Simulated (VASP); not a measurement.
A run of VASP 6.6.1 is set up as follows.

The input INCAR:

```
SYSTEM = Mo
ALGO = Normal ; EDIFF = 1E-6
ENCUT = 520 ; ISIF = 2
ISMEAR = -1 ; LASPH = .True.
LCHARG = .False. ; LDAU = .True.
LDAUJ = 0 ; LDAUL = 2
LDAUPRINT = 1 ; LDAUTYPE = 2
LDAUU = 5.3 ; LMAXMIX = 4
LREAL = .False. ; LWAVE = .False.
NBANDS = 13 ; NELM = 150
PREC = Accurate ; SIGMA = 0.05
```

KPOINTS

```
k-points
0
Gamma
  12 12 12
  0 0 0
```

The input POSCAR:

```
Mo
1.0
   -1.5642570849      1.5642570849      1.5642570849
    1.5642570849     -1.5642570849      1.5642570849
    1.5642570849      1.5642570849     -1.5642570849
Mo
1
Direct
    0.0000000000      0.0000000000      0.0000000000
```

Potentials or basis: VASP PAW LDA potentials, release 64 (Mo_sv).

The run is started by

```sh
$ cat potpaw_LDA.64/Mo_sv/POTCAR > POTCAR
$ mpirun -np 1 vasp_std > vasp.out
```

**Question.** What does it give for the band gap on the k mesh?

**Answer.** Zero (bands 7 and 8 overlap by 5.52 eV).

**Question.** Predict the pressure.

**Answer.** 8.9 GPa.

Eigenvalues of the final occupation matrices:
```tsv
site	spin	trace	eigenvalues
site 1 d	1	1.96	0.26 0.26 0.48 0.48 0.48
site 1 d	2	1.96	0.26 0.26 0.48 0.48 0.48
```

Caveat: the cell stands under pressure; U without spin polarisation on a metal has little footing; the U is typed as a test and isn't derived for this compound.
